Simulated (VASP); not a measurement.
Input of a VASP 6.6.1 run:

INCAR

```
PREC = Accurate ; ENCUT = 520
EDIFF = 1E-6 ; ISMEAR = 0
SIGMA = 0.05 ; LREAL = F
LASPH = T ; NELM = 60
ALGO = Normal ; ISIF = 2
LWAVE = F ; LCHARG = T
GGA = PE ; LELF = T
LVHAR = T ; NBANDS = 28
```

File KPOINTS:

```
Automatic mesh
0
Gamma
  10 10 8
```

Contents of POSCAR:

```
SnO
1.0
    3.8681707514      0.0000000000      0.0000000000
    0.0000000000      3.8681707514      0.0000000000
    0.0000000000      0.0000000000      5.0672768981
Sn O
2 2
Direct
   -0.0182801336      0.4817198664      0.2287361932
    0.5182801336      0.0182801336      0.7712638068
    0.0019148013     -0.0019148013      0.0000000000
    0.4980851987      0.5019148013      0.0000000000
```

Potentials or basis: VASP PAW PBE potentials, release 64 (Sn_d, O).

Run with:

```sh
$ cat potpaw_PBE.64/Sn_d/POTCAR potpaw_PBE.64/O/POTCAR > POTCAR
$ mpirun -np 1 vasp_std > vasp.out
```

**Question.** Predict the largest force.

**Answer.** 0.525 eV/Å.

**Question.** What does it give for the band gap on the k mesh?

**Answer.** 0.52 eV, indirect (least direct gap 1.89 eV).

**Question.** Estimate the pressure.

**Answer.** 0.6 GPa.

Forces on the atoms (eV/Å):
```
Sn   0.352  0.352  0.167
Sn  -0.352 -0.352 -0.167
O    0.010 -0.010  0.000
O   -0.010  0.010  0.000
```

Caveat: the cell differs from its parent crystal (mode 4 (104.6 1/cm) frozen in, largest displacement -0.100 Å); spin-orbit coupling is left out, which moves the levels of the heavy elements. A k mesh can miss the band edges.
